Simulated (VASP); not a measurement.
# Ga: elastic constants with PBE

The system is Ga.

```
CELL_PARAMETERS angstrom
-1.38440 1.38440 2.31122
1.38440 -1.38440 2.31122
1.38440 1.38440 -2.31122
ATOMIC_POSITIONS crystal
Ga 0.00000 0.00000 0.00000
```

- Program: VASP 6.6.1
- Task: elastic constants
- Functional: PBE
- Potentials or basis: VASP PAW PBE potentials, release 64 (Ga_d)
- Cutoff: 600 eV
- k mesh: 10 × 10 × 10
- Occupations: fermi-dirac, width 0.05 eV
- Spin: no spin polarisation
- Dipole correction: no
- Ions in elastic constants: relaxed
- Further INCAR settings: ALGO = Normal; EDIFF = 1e-08; IBRION = 6; POTIM = 0.015; NSW = 1; ISIF = 3

```
Voigt bulk modulus : 65 GPa
```

Elastic tensor in Voigt notation (GPa, in the Cartesian axes of the cell as first typed):
```
102  73  32   0   0   0
 73 102  32   0   0   0
 32  32 100   0   0   0
  0   0   0 -35   0   0
  0   0   0   0 -35   0
  0   0   0   0   0  -9
```

Clamped-ion elastic tensor (GPa):
```
102  73  32   0   0   0
 73 102  32   0   0   0
 32  32 100   0   0   0
  0   0   0 -35   0   0
  0   0   0   0 -35   0
  0   0   0   0   0  -9
```

Run time: 3.1 min on 1 thread of Intel(R) Xeon(R) Platinum 8488C (Sapphire Rapids), on a shared host, peak memory 0.24 GiB.

Caveat: the cell is under stress, which shifts elastic constants; the elastic tensor has a negative eigenvalue, so either the cell is unstable as it stands or the mesh is too thin.
